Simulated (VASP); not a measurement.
Input of a VASP 6.6.1 run:

File INCAR:

```
SYSTEM = Be
  PREC = Accurate
  ENCUT = 520
  EDIFF = 1E-6
  ISMEAR = -1
  SIGMA = 0.1
  LREAL = .FALSE.
  LASPH = .TRUE.
  NELM = 80
  ALGO = Normal
  ISIF = 2
  LWAVE = .FALSE.
  LCHARG = .FALSE.
  GGA = RP
  NBANDS = 7
```

The input KPOINTS:

```
Automatic mesh
0
G
  20 20 20
  0 0 0
```

File POSCAR:

```
Be
1.0
   -1.2447224979      1.2447224979      1.2447224979
    1.2447224979     -1.2447224979      1.2447224979
    1.2447224979      1.2447224979     -1.2447224979
Be
1
Direct
    0.0000000000      0.0000000000      0.0000000000
```

Potentials or basis: VASP PAW PBE potentials, release 64 (Be).

Command:

```sh
$ cat potpaw_PBE.64/Be/POTCAR > POTCAR
$ mpirun -np 1 vasp_std > vasp.out
```

Problem. Estimate the pressure.

Solution. 5.1 GPa.

Problem. Estimate the band gap on the k mesh.

Solution. Zero (band 1 reaches 12.29 eV, above the bottom of band 2 at 6.89 eV).

Caveat: the PAW data sets were made with another functional, which shifts forces and pressure a little.
